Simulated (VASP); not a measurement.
A run of VASP 6.6.1 is set up as follows.

The input INCAR:

```
PREC = Accurate
ENCUT = 520
EDIFF = 1E-7
ISMEAR = 0
SIGMA = 0.15
LREAL = False
LASPH = True
NELM = 80
ALGO = Normal
ISIF = 2
LWAVE = False
LCHARG = False
NBANDS = 14
```

The input KPOINTS:

```
Automatic mesh
0
Gamma
  18 18 18
```

File POSCAR:

```
TiH
1.0
    0.0000000000      2.0516219871      2.0516219871
    1.9080084480      0.0000000000      2.0516219871
    1.9080084480      2.0516219871      0.0000000000
Ti H
1 1
Direct
    0.0000000000      0.0000000000      0.0000000000
    0.5000000000      0.5000000000      0.5000000000
```

Potentials or basis: VASP PAW LDA potentials, release 64 (Ti_sv, H).

Command:

```console
$ cat potpaw_LDA.64/Ti_sv/POTCAR potpaw_LDA.64/H/POTCAR > POTCAR
$ mpirun -np 1 vasp_std > vasp.out
```

(1) Predict the band gap on the k mesh.

(2) Predict the pressure.

## Answers

(1) zero (an odd number of electrons rules out a gap without spin polarisation).

(2) 13.1 GPa.

Caveat: the cell differs from its parent crystal (the cell strained); the cell stands under pressure.
